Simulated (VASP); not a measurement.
# Ba (I4/mmm) in VASP: further runs, part 2 of 2

VASP 6.6.1. Earlier steps stand in the parts before.

**3. Single point, LDA (strain +0.040 along x and y, +0.080 along z)**

INCAR

```
SYSTEM = Ba
PREC     = Accurate       ! precision mode
ENCUT    = 520            ! plane-wave cutoff, eV
EDIFF    = 1E-7           ! SCF threshold, eV
ISMEAR   = 0              ! smearing method
SIGMA    = 0.15           ! smearing width, eV
LREAL    = .FALSE.        ! projectors in reciprocal space
LASPH    = .TRUE.         ! aspherical terms in the spheres
NELM     = 100            ! most SCF steps
ALGO     = Fast           ! electronic algorithm
ISIF     = 2              ! what is computed and relaxed
LWAVE    = .FALSE.        ! write WAVECAR
LCHARG   = .TRUE.         ! write CHGCAR
GGA      = CA             ! functional
LELF     = .TRUE.         ! ELF
LVHAR    = .TRUE.       
NBANDS   = 11             ! bands
```

KPOINTS

```
Automatic mesh
0
G
  14 14 14
  0 0 0
```

POSCAR

```
Ba
1.0
   -2.6000000000      2.6000000000      2.7000000000
    2.6000000000     -2.6000000000      2.7000000000
    2.6000000000      2.6000000000     -2.7000000000
Ba
1
Direct
    0.0000000000      0.0000000000      0.0000000000
```

Potentials or basis: VASP PAW LDA potentials, release 64 (Ba_sv).

Started as:

```
$ cat potpaw_LDA.64/Ba_sv/POTCAR > POTCAR
$ mpirun -np 1 vasp_std > vasp.out
```

OUTCAR:

```text
SYSTEM = Ba
   PREC = Accurate
   ENCUT = 520
   EDIFF = 1E-7
   ISMEAR = 0
   LREAL = .FALSE.
   LASPH = .TRUE.
   NELM = 100
   ISIF = 2
   GGA = CA

 ion  position               nearest neighbor table
   1  0.000  0.000  0.000-

  LATTYP: Found a body centered tetragonal cell.
 ALAT       =     5.2000000000
 C/A-ratio  =     1.0384615385

  Lattice vectors:

 A1 = (  -2.6000000000,   2.6000000000,   2.7000000000)
 A2 = (   2.6000000000,  -2.6000000000,   2.7000000000)
 A3 = (   2.6000000000,   2.6000000000,  -2.7000000000)

Analysis of symmetry for initial positions (statically):
=====================================================================
 Subroutine PRICEL returns:
 Original cell was already a primitive cell.

 Routine SETGRP: Setting up the symmetry group for a
 body centered tetragonal supercell.

 Subroutine GETGRP returns: Found 16 space group operations
 (whereof 16 operations were pure point group operations)
 out of a pool of 16 trial point group operations.

The static configuration has the point symmetry D_4h.

Analysis of symmetry for dynamics (positions and initial velocities):
=====================================================================
 Subroutine PRICEL returns:
 Original cell was already a primitive cell.

 Routine SETGRP: Setting up the symmetry group for a
 body centered tetragonal supercell.

 Subroutine GETGRP returns: Found 16 space group operations
 (whereof 16 operations were pure point group operations)
 out of a pool of 16 trial point group operations.

The dynamic configuration has the point symmetry D_4h.

 Subroutine INISYM returns: Found 16 space group operations
 (whereof 16 operations are pure point group operations),
 and found     1 'primitive' translations

----------------------------------------------------------------------------------------

                                     Primitive cell
[... 109 lines left out ...]
     AMIX_MAG =   1.60;   BMIX_MAG =  1.00
  volume/ion in A,a.u.               =      73.01       492.68
  Fermi-wavevector in a.u.,A,eV,Ry     =   0.843888  1.594717  9.689342  0.712147
  Thomas-Fermi vector in A             =   1.958828
   LORBIT       =      0    0 simple, 1 ext, 2 COOP (PROOUT), +10 PAW based schemes
   GGA     = CA    functional components
   LHFCALC =     F    Hartree Fock is set to
   AEXX    =    0.0000 exact exchange contribution
   IVDW    =     0    specifies the selected vdW correction
   LEPSILON=     F    determine dielectric tensor
   LRPA    =     F    only Hartree local field effects (RPA)
 non-spin polarized calculation
 RMM-DIIS sequential band-by-band and
 Gauss-broadening in eV      SIGMA  =   0.15
  energy-cutoff  :      520.00
  volume of cell :       73.01
 maximum number of plane-waves:      2002
 NGX is ok and might be reduce to    36
   NGX = 17   NGY = 17   NGZ = 17

 number of electron      10.0000000 magnetization

 Free energy of the ion-electron system (eV)
  ---------------------------------------------------
  ext. energy  EPLUGINS =         0.00000000
  ---------------------------------------------------
  free energy    TOTEN  =        -2.11422800 eV

  energy without entropy =       -2.09991629  energy(sigma->0) =       -2.10707214

 E-fermi :   0.9924     XC(G=0):  -7.1523

 val. band max:        0.9919629752   @ k =   0.3571   0.2857   0.0714
 cond. band min:       0.9942803583   @ k =  -0.4286  -0.4286   0.2143
 fundamental gap:      0.0023173830
 Fermi energy:         0.9923506244

 k-point     1 :       0.0000    0.0000    0.0000
  band No.  band energies     occupation
      1     -28.1111      2.00000
      2     -13.1373      2.00000
      3     -13.1360      2.00000
      4     -13.1360      2.00000
      5      -1.6796      2.00000
      6       2.5026      0.00000
      7       2.5026      0.00000
      8       2.6902      0.00000
      9       3.6772      0.00000
     10       3.9439      0.00000
     11       7.3813      0.00000
[... 309 lines left out ...]
 k-point    24 :       0.2857    0.1429    0.0000
  band No.  band energies     occupation
      1     -28.0915      2.00000
      2     -13.3672      2.00000
      3     -13.2242      2.00000
      4     -13.1523      2.00000
      5       0.0174      2.00000
      6       1.6057      0.00000
      7       1.8152      0.00000
      8       3.5596      0.00000
      9       4.0111      0.00000
     10       4.7315      0.00000
     11       6.5324      0.00000

 [... further k-points ...]
[... 5 lines left out ...]
  --------------------------------------------------------------------------------------
  -------------------------------------------------------------------------------------
  Total       -0.8973756     -0.8973756     -0.9289562      0.0000000     -0.0000000      0.0000000
  in kB      -19.6931142    -19.6931142    -20.3861582      0.0000000     -0.0000000      0.0000000
  external PRESSURE =     -19.9241288 kB  Pullay stress =       0.0000000 kB

 VOLUME and BASIS-vectors are now :
 -----------------------------------------------------------------------------
  energy-cutoff  :      520.00
  volume of cell :       73.01
      direct lattice vectors                 reciprocal lattice vectors
    -2.600000000  2.600000000  2.700000000     0.000000000  0.192307692  0.185185185
     2.600000000 -2.600000000  2.700000000     0.192307692  0.000000000  0.185185185
     2.600000000  2.600000000 -2.700000000     0.192307692  0.192307692  0.000000000

 POSITION                                       TOTAL-FORCE (eV/Angst)
 -----------------------------------------------------------------------------------
      0.00000      0.00000      0.00000        -0.000000     -0.000000     -0.000000
 -----------------------------------------------------------------------------------
    total drift:                               -0.000000      0.000000      0.000000

  FREE ENERGIE OF THE ION-ELECTRON SYSTEM (eV)
  ---------------------------------------------------
  free  energy   TOTEN  =        -2.1142279983 eV

  energy  without entropy=       -2.0999162862  energy(sigma->0) =       -2.10707214
```

OSZICAR:

```text
N       E                     dE             d eps       ncg     rms          rms(c)
DAV:   1     0.558970378057E+02    0.55897E+02   -0.40841E+03  5376   0.735E+02
DAV:   2     0.954866741741E+00   -0.54942E+02   -0.53508E+02  6458   0.133E+02
DAV:   3    -0.200213451034E+01   -0.29570E+01   -0.29363E+01  6899   0.327E+01
DAV:   4    -0.211404264999E+01   -0.11191E+00   -0.11164E+00  7351   0.560E+00
DAV:   5    -0.211633220582E+01   -0.22896E-02   -0.22892E-02  7315   0.670E-01    0.147E+00
RMM:   6    -0.211478579173E+01    0.15464E-02   -0.27450E-03  5639   0.494E-01    0.882E-01
RMM:   7    -0.211403673423E+01    0.74906E-03   -0.65688E-03  6084   0.782E-01    0.394E-02
RMM:   8    -0.211420714736E+01   -0.17041E-03   -0.12606E-03  7982   0.159E-01    0.268E-02
RMM:   9    -0.211422223655E+01   -0.15089E-04   -0.10955E-04  8156   0.490E-02    0.161E-02
RMM:  10    -0.211422720014E+01   -0.49636E-05   -0.26761E-05  7920   0.307E-02    0.325E-03
RMM:  11    -0.211422797811E+01   -0.77796E-06   -0.62255E-06  8593   0.103E-02    0.227E-03
RMM:  12    -0.211422799835E+01   -0.20244E-07   -0.62515E-07  7125   0.329E-03
   1 F= -.21142280E+01 E0= -.21070721E+01  d E =-.143117E-01
```

stdout:

```text
POSCAR found type information on POSCAR Ba
 POSCAR found :  1 types and       1 ions
 scaLAPACK will be used
 LDA part: xc-table for (Slater(with rela. corr.)+CA(PZ))
 , standard interpolation
 POSCAR, INCAR and KPOINTS ok, starting setup
 FFT: planning ... GRIDC
 FFT: planning ... GRID_SOFT
 FFT: planning ... GRID
 WAVECAR not read
 entering main loop
WARNING in EDDRMM: call to ZHEGV failed, returncode =   6  3      5
```

Wall time 74 s (1 thread of Intel Xeon 6975P-C (Granite Rapids), shared host); peak memory 0.31 GiB.

What came out:

* Free energy: -2.1142 eV
* Pressure: -2.0 GPa
* Band gap on the k mesh: zero (band 5 reaches 1.32 eV, above the bottom of band 6 at 0.65 eV)

Caveat: the cell differs from its parent crystal (strain +0.040 along x and y, +0.080 along z); spin-orbit coupling is left out, which moves the levels of the heavy elements.

**4. Single point, LDA (strain +0.080 along x and y, +0.040 along z)**

INCAR

```
SYSTEM = Ba
PREC = Accurate ; ENCUT = 520
EDIFF = 1E-7 ; ISMEAR = 0
SIGMA = 0.15 ; LREAL = .FALSE.
LASPH = .TRUE. ; NELM = 100
ALGO = Fast ; ISIF = 2
LWAVE = .FALSE. ; LCHARG = .FALSE.
GGA = CA ; NBANDS = 11
```

KPOINTS

```
regular mesh
0
G
  14 14 14
  0 0 0
```

POSCAR

```
Ba
1.0
   -2.7000000000      2.7000000000      2.6000000000
    2.7000000000     -2.7000000000      2.6000000000
    2.7000000000      2.7000000000     -2.6000000000
Ba
1
Direct
    0.0000000000      0.0000000000      0.0000000000
```

Started as:

```
$ cat potpaw_LDA.64/Ba_sv/POTCAR > POTCAR
$ mpirun -np 1 vasp_std > vasp.out
```

Run time: 74 s. Hardware: 1 thread of Intel Xeon 6975P-C (Granite Rapids), shared host; peak memory 0.32 GiB.

The run converged. Its results:

| Property | Result |
| --- | --- |
| Free energy | -2.0780 eV |
| Pressure | -2.1 GPa |
| Band gap on the k mesh | zero (band 5 reaches 1.21 eV, above the bottom of band 6 at 0.58 eV) |

Stress tensor (GPa, compression positive):
```
-2.15  0.00  0.00
 0.00 -2.15  0.00
 0.00  0.00 -2.06
```

Levels at points of the mesh, in eV from the Fermi level:
| k point | band 1 | band 2 | band 3 | band 4 | band 5 | band 6 | band 7 | band 8 | band 9 | band 10 |
| --- | --- | --- | --- | --- | --- | --- | --- | --- | --- | --- |
| (0.00, 0.00, 0.00) | -29.18 | -14.22 | -14.22 | -14.22 | -2.65 | 1.40 | 1.59 | 1.59 | 2.59 | 2.86 |
| (0.50, 0.00, 0.00) | -29.16 | -14.47 | -14.30 | -14.22 | -0.81 | 0.56 | 0.88 | 2.65 | 3.19 | 4.23 |
| (0.50, 0.50, 0.00) | -29.16 | -14.47 | -14.29 | -14.21 | -0.86 | 0.75 | 0.78 | 2.45 | 3.03 | 4.20 |
| (0.50, 0.50, 0.50) | -29.15 | -14.40 | -14.40 | -14.38 | -0.35 | -0.31 | 3.40 | 3.40 | 3.81 | 3.84 |

Caveat: the cell differs from its parent crystal (strain +0.080 along x and y, +0.040 along z); spin-orbit coupling is left out, which moves the levels of the heavy elements.

**5. Single point, LDA (strain -0.080 along x and y, -0.040 along z)**

INCAR

```
PREC = Accurate
ENCUT = 520
EDIFF = 1E-7
ISMEAR = 0
SIGMA = 0.15
LREAL = F
LASPH = T
NELM = 60
ALGO = Normal
ISIF = 2
LWAVE = F
LCHARG = F
NBANDS = 11
```

KPOINTS

```
regular mesh
0
Gamma
  14 14 14
```

POSCAR

```
Ba
1.0
   -2.3000000000      2.3000000000      2.4000000000
    2.3000000000     -2.3000000000      2.4000000000
    2.3000000000      2.3000000000     -2.4000000000
Ba
1
Direct
    0.0000000000      0.0000000000      0.0000000000
```

Potentials or basis: VASP PAW LDA potentials, release 64 (Ba_sv).

Started as:

```
$ cat potpaw_LDA.64/Ba_sv/POTCAR > POTCAR
$ mpirun -np 1 vasp_std > vasp.out
```

OUTCAR:

```text
PREC = Accurate
   ENCUT = 520
   EDIFF = 1E-7
   ISMEAR = 0
   LREAL = F
   LASPH = T
   NELM = 60
   ISIF = 2

 ion  position               nearest neighbor table
   1  0.000  0.000  0.000-

  LATTYP: Found a body centered tetragonal cell.
 ALAT       =     4.6000000000
 C/A-ratio  =     1.0434782609

  Lattice vectors:

 A1 = (  -2.3000000000,   2.3000000000,   2.4000000000)
 A2 = (   2.3000000000,  -2.3000000000,   2.4000000000)
 A3 = (   2.3000000000,   2.3000000000,  -2.4000000000)

Analysis of symmetry for initial positions (statically):
=====================================================================
 Subroutine PRICEL returns:
 Original cell was already a primitive cell.

 Routine SETGRP: Setting up the symmetry group for a
 body centered tetragonal supercell.

 Subroutine GETGRP returns: Found 16 space group operations
 (whereof 16 operations were pure point group operations)
 out of a pool of 16 trial point group operations.

The static configuration has the point symmetry D_4h.

Analysis of symmetry for dynamics (positions and initial velocities):
[... 166 lines left out ...]
      1     -26.3052      2.00000
      2     -11.0795      2.00000
      3     -11.0785      2.00000
      4     -11.0785      2.00000
      5      -0.6050      2.00000
      6       4.0978      0.00000
      7       4.0978      0.00000
      8       4.4113      0.00000
      9       5.7378      0.00000
     10       6.2037      0.00000
     11       9.5645      0.00000
[... 309 lines left out ...]
 k-point    24 :       0.2857    0.1429    0.0000
  band No.  band energies     occupation
      1     -26.2105      2.00000
      2     -11.8121      2.00000
      3     -11.3531      2.00000
      4     -11.1327      2.00000
      5       1.4341      2.00000
      6       3.0069      0.00000
      7       3.3520      0.00000
      8       5.6529      0.00000
      9       6.3751      0.00000
     10       7.5869      0.00000
     11       9.7527      0.00000

 [... further k-points ...]

------------------------ aborting loop because EDIFF is reached ----------------------------------------

  FORCE on cell =-STRESS in cart. coord.  units (eV):
  Direction    XX          YY          ZZ          XY          YZ          ZX
  --------------------------------------------------------------------------------------
  -------------------------------------------------------------------------------------
  Total        0.2726591      0.2726591      0.1980850      0.0000000     -0.0000000      0.0000000
  in kB        8.6020853      8.6020853      6.2493550      0.0000000     -0.0000000      0.0000000
  external PRESSURE =       7.8178419 kB  Pullay stress =       0.0000000 kB

 VOLUME and BASIS-vectors are now :
 -----------------------------------------------------------------------------
  energy-cutoff  :      520.00
  volume of cell :       50.78
      direct lattice vectors                 reciprocal lattice vectors
    -2.300000000  2.300000000  2.400000000     0.000000000  0.217391304  0.208333333
     2.300000000 -2.300000000  2.400000000     0.217391304  0.000000000  0.208333333
     2.300000000  2.300000000 -2.400000000     0.217391304  0.217391304  0.000000000

 POSITION                                       TOTAL-FORCE (eV/Angst)
 -----------------------------------------------------------------------------------
      0.00000      0.00000      0.00000        -0.000000      0.000000     -0.000000
 -----------------------------------------------------------------------------------
    total drift:                               -0.000000     -0.000000      0.000000

  FREE ENERGIE OF THE ION-ELECTRON SYSTEM (eV)
  ---------------------------------------------------
  free  energy   TOTEN  =        -2.2471172805 eV

  energy  without entropy=       -2.2337078458  energy(sigma->0) =       -2.24041256
```

stdout:

```text
POSCAR found type information on POSCAR Ba
 POSCAR found :  1 types and       1 ions
 scaLAPACK will be used
 LDA part: xc-table for (Slater(with rela. corr.)+CA(PZ))
 , standard interpolation
 POSCAR, INCAR and KPOINTS ok, starting setup
 FFT: planning ... GRIDC
 FFT: planning ... GRID_SOFT
 FFT: planning ... GRID
 WAVECAR not read
 entering main loop
```

Run time: 42 s. Hardware: 1 thread of Intel Xeon 6975P-C (Granite Rapids), shared host; peak memory 0.25 GiB.

What came out:

```yaml
Free_energy: -2.2471 eV
Pressure: 0.8 GPa
Band_gap_on_the_k_mesh: zero (band 5 reaches 2.79 eV, above the bottom of band 6 at 1.36 eV)
```

Stress tensor (GPa, compression positive):
```
0.86 0.00 0.00
0.00 0.86 0.00
0.00 0.00 0.62
```

Levels at points of the mesh, in eV from the Fermi level:
```
           k point  band 2  band 3  band 4  band 5  band 6  band 7  band 8  band 9
(0.00, 0.00, 0.00)  -13.28  -13.27  -13.27   -2.80    1.90    1.90    2.22    3.54
(0.50, 0.00, 0.00)  -14.19  -13.55  -13.28   -1.06    0.70    2.08    3.60    4.53
(0.50, 0.50, 0.00)  -14.18  -13.58  -13.31   -1.07    0.38    2.25    4.13    4.69
(0.50, 0.50, 0.50)  -13.94  -13.86  -13.86   -0.92   -0.83    5.24    5.70    5.71
```

Caveat: the cell differs from its parent crystal (strain -0.080 along x and y, -0.040 along z); spin-orbit coupling is left out, which moves the levels of the heavy elements.

**6. Overview**

| cell | gap on the mesh (eV) | pressure (GPa) |
| --- | --- | --- |
| a = 4.446 Å, angles 108.4, 108.4, 111.6°, 1 atom | none | -1.7 |
| a = 4.562 Å, angles 110.5, 110.5, 107.4°, 1 atom | none | -2.0 |
| a = 4.620 Å, angles 108.5, 108.5, 111.5°, 1 atom | none | -2.1 |
| a = 4.042 Å, angles 110.6, 110.6, 107.2°, 1 atom | none | 0.8 |

Alike in all rows: task single point; level LDA; potentials or basis VASP PAW LDA potentials, release 64 (Ba_sv); no spin polarisation; k mesh 14 × 14 × 14; cutoff (eV) 520; smearing gaussian 0.15 eV.

Caveats: spin-orbit coupling is left out, which moves the levels of the heavy elements.

Total energies depend on the potentials used, so only differences within one code and one set of settings carry meaning.
